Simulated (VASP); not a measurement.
Wanted: the native input for a VASP 6.6.1 run.

```
Task                               : single point
Functional                         : HSE06
Potentials or basis                : VASP PAW PBE potentials, release 64 (In_d, As)
Cutoff                             : 520 eV
k mesh                             : 4 × 4 × 4
Occupations                        : fermi-dirac, width 0.05 eV
Spin                               : no spin polarisation
Dipole correction                  : no
Grid for exact exchange (PRECFOCK) : Normal
Further INCAR settings             : ALGO = Normal; EDIFF = 1e-07; NBANDS = 16
Share of exact exchange            : 0.25
Screening parameter                : 0.2079 1/Å
```

InAs:

```
In As
1.0
     0.00000    3.05670    3.05670
     3.05670    0.00000    3.05670
     3.05670    3.05670    0.00000
In As
1 1
Direct
  0.00000 0.00000 0.00000
  0.75000 0.75000 0.75000
```

One way to write it, as run:

POSCAR

```
InAs
1.0
    0.0000000000      3.0567037596      3.0567037596
    3.0567037596      0.0000000000      3.0567037596
    3.0567037596      3.0567037596      0.0000000000
In As
1 1
Direct
    0.0000000000      0.0000000000      0.0000000000
    0.7500000000      0.7500000000      0.7500000000
```

INCAR.step1

```
SYSTEM = InAs
PREC     = Accurate       ! precision mode
ENCUT    = 520            ! plane-wave cutoff, eV
EDIFF    = 1E-5           ! SCF threshold, eV
ISMEAR   = -1             ! smearing method
SIGMA    = 0.05           ! smearing width, eV
LREAL    = .False.        ! projectors in reciprocal space
LASPH    = .True.         ! aspherical terms in the spheres
NELM     = 80             ! most SCF steps
ALGO     = Normal         ! electronic algorithm
ISIF     = 2              ! what is computed and relaxed
LWAVE    = .True.         ! write WAVECAR
LCHARG   = .False.        ! write CHGCAR
GGA      = PE             ! functional
NBANDS   = 16             ! bands
```

INCAR.step2

```
SYSTEM = InAs
PREC     = Accurate       ! precision mode
ENCUT    = 520            ! plane-wave cutoff, eV
EDIFF    = 1E-7           ! SCF threshold, eV
ISMEAR   = -1             ! smearing method
SIGMA    = 0.05           ! smearing width, eV
LREAL    = .False.        ! projectors in reciprocal space
LASPH    = .True.         ! aspherical terms in the spheres
NELM     = 80             ! most SCF steps
ALGO     = Normal         ! electronic algorithm
ISIF     = 2              ! what is computed and relaxed
LWAVE    = .False.        ! write WAVECAR
LCHARG   = .False.        ! write CHGCAR
GGA      = PE             ! functional
LHFCALC  = .True.         ! exact exchange
HFSCREEN = 0.2079         ! screening, 1/A
PRECFOCK = Normal       
ISTART   = 1            
NBANDS   = 16             ! bands
```

KPOINTS

```
regular mesh
0
Gamma
  4 4 4
  0 0 0
```

Potentials or basis: VASP PAW PBE potentials, release 64 (In_d, As).

Command:

```sh
$ cat potpaw_PBE.64/In_d/POTCAR potpaw_PBE.64/As/POTCAR > POTCAR
$ cp INCAR.step1 INCAR
$ mpirun -np 1 vasp_std > vasp.out
$ cp INCAR.step2 INCAR
$ mpirun -np 1 vasp_std > vasp.out
```

It gave:

```
Pressure               : -0.2 GPa
Band gap on the k mesh : 0.38 eV
```

Caveat: the k points lie up to 0.45 Å⁻¹ apart; the PAW data sets were made with another functional, which shifts forces and pressure a little; spin-orbit coupling is left out, which moves the levels of the heavy elements.

Wall time 15 min on 1 thread of Intel(R) Xeon(R) Platinum 8259CL CPU @ 2.50GHz (Skylake/Cascade Lake) (shared host), peak memory 0.29 GiB.
